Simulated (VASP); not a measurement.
## CuI: single point with PBE

The system is CuI.

```
Cu I
1.0
     0.00000    2.81916    2.81916
     2.86209   -0.04293    2.86209
     2.86209    2.86209   -0.04293
Cu I
1 1
Direct
  0.00000 0.00000 0.00000
  0.50000 0.50000 0.50000
```

This cell differs from its parent crystal: strain -0.0300 x Voigt [0, 0, 0, 1, 0, 0].

* Program: VASP 6.6.1
* Task: single point
* Functional: PBE
* Potentials or basis: VASP PAW PBE potentials, release 64 (Cu, I)
* Cutoff: 520 eV
* k mesh: 14 × 14 × 14
* Occupations: gaussian, width 0.15 eV
* Spin: no spin polarisation

```
Pressure               : 0.4 GPa
Band gap on the k mesh : zero (bands 9 and 10 overlap by 0.46 eV)
```

Stress tensor (GPa, compression positive):
```
0.33 0.00 0.00
0.00 0.37 0.59
0.00 0.59 0.37
```

Levels at points of the mesh, in eV from the Fermi level:
```
           k point  band 7  band 8  band 9  band 10  band 11  band 12
(0.00, 0.00, 0.00)   -1.94   -1.82   -1.69     0.87     7.13     7.33
(0.50, 0.00, 0.00)   -1.64   -0.04   -0.03     2.69     4.22     4.40
(0.00, 0.50, 0.00)   -1.66   -0.02   -0.01     2.86     4.41     4.59
(0.50, 0.50, 0.00)   -1.67   -1.67   -1.56    -0.46     4.42     9.84
(0.00, 0.50, 0.50)   -1.67   -1.67   -1.56    -0.47     4.43    10.00
```

It took 2.4 min on 1 thread of AMD EPYC 9R45 96-Core Processor (Zen 5), with other jobs on the host, peak memory 0.41 GiB.

Caveat: the cell differs from its parent crystal (strain -0.0300 x Voigt [0, 0, 0, 1, 0, 0]); semilocal functionals underestimate gaps, and a narrow one can read as zero; spin-orbit coupling is left out, which moves the levels of the heavy elements.
